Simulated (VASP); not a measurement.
Here is a VASP 6.6.1 calculation.

The input INCAR:

```
SYSTEM = CuAu
  PREC = Accurate
  ENCUT = 600
  EDIFF = 1E-6
  ISMEAR = 0
  SIGMA = 0.1
  LREAL = .FALSE.
  LASPH = .TRUE.
  NELM = 100
  ALGO = Normal
  ISIF = 3
  LWAVE = .FALSE.
  LCHARG = .FALSE.
  IBRION = 2
  NSW = 100
  EDIFFG = -0.005
```

Contents of KPOINTS:

```
regular mesh
0
G
  16 16 12
  0 0 0
```

File POSCAR:

```
CuAu
1.0
    2.8000000000      0.0000000000      0.0000000000
    0.0000000000      2.8000000000      0.0000000000
    0.0000000000      0.0000000000      3.6700000000
Cu Au
1 1
Direct
    0.5000000000      0.5000000000      0.5000000000
    0.0000000000      0.0000000000      0.0000000000
```

Potentials or basis: VASP PAW LDA potentials, release 64 (Cu, Au).

Launch:

```console
$ cat potpaw_LDA.64/Cu/POTCAR potpaw_LDA.64/Au/POTCAR > POTCAR
$ mpirun -np 1 vasp_std > vasp.out
```

**Question.** Predict the band gap on the k mesh.

**Answer.** Zero (band 11 reaches 14.59 eV, above the bottom of band 12 at 7.10 eV).

**Question.** Estimate the space group after relaxing (to 0.05 Å).

**Answer.** P4/mmm (No. 123).

Step by step:
```csv
step,energy change (eV),largest force (eV/Å),pressure (GPa),volume (Å³)
1,0.0000,0.0000,-6.65,28.77
2,0.0173,0.0000,10.52,26.36
3,-0.0236,0.0000,-0.15,27.69
4,-0.0236,0.0000,0.07,27.66
5,-0.0243,0.0000,0.23,27.66
6,-0.0259,0.0000,0.06,27.65
7,-0.0256,0.0000,0.22,27.61
8,-0.0264,0.0000,0.21,27.63
9,-0.0264,0.0000,0.13,27.64
10,-0.0264,0.0000,0.14,27.64
11,-0.0264,0.0000,-0.40,27.72
12,-0.0265,0.0000,-0.02,27.66
```

Caveat: spin-orbit coupling is left out, which moves the levels of the heavy elements. Zero-point motion and thermal expansion aren't in these numbers.
